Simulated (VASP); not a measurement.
Wanted: the native input for a VASP 6.6.1 run.

```yaml
Task: single point
Functional: PBE
Potentials_or_basis: VASP PAW PBE potentials, release 64 (Si, N)
Cutoff: 520 eV
k_mesh: 8 × 8 × 8
Occupations: gaussian, width 0.1 eV
Spin: collinear spin, ferromagnetic start
Starting_moments: "[0.0, 1.0] μB"
Dipole_correction: no
Further_INCAR_settings: ALGO = Normal; EDIFF = 1e-06; NBANDS = 16
```

The structure of SiN lies in POSCAR:

```
SiN
1.0
   -1.4686953991      1.4686953991      2.3173308989
    1.4686953991     -1.4686953991      2.3173308989
    1.4686953991      1.4686953991     -2.3173308989
Si N
1 1
Direct
    0.0115154910      0.0115154910      0.0000000000
    0.4164845090      0.4164845090      0.0000000000
```

The cell was generated, and may not be a known phase.

One way to write it, as run:

INCAR

```
  PREC = Accurate
  ENCUT = 520
  EDIFF = 1E-6
  ISMEAR = 0
  SIGMA = 0.1
  LREAL = False
  LASPH = True
  NELM = 150
  ALGO = Normal
  ISIF = 2
  LWAVE = False
  LCHARG = False
  ISPIN = 2
  MAGMOM = 0 1
  LORBIT = 11
  GGA = PE
  NBANDS = 16
```

KPOINTS

```
Automatic mesh
0
Gamma
  8 8 8
```

Potentials or basis: VASP PAW PBE potentials, release 64 (Si, N).

Run with:

```sh
$ cat potpaw_PBE.64/Si/POTCAR potpaw_PBE.64/N/POTCAR > POTCAR
$ mpirun -np 1 vasp_std > vasp.out
```

It gave:

```json
{
 "Pressure": "-0.3 GPa",
 "Largest force": "0.005 eV/Å",
 "Net moment": "0.00 μB per cell",
 "Valence electrons inside the program's atomic spheres": "Si 1.52; N 3.68"
}
```

Wall time 34 s on 1 thread of Intel Xeon 8259CL, on a shared host, peak memory 0.16 GiB.
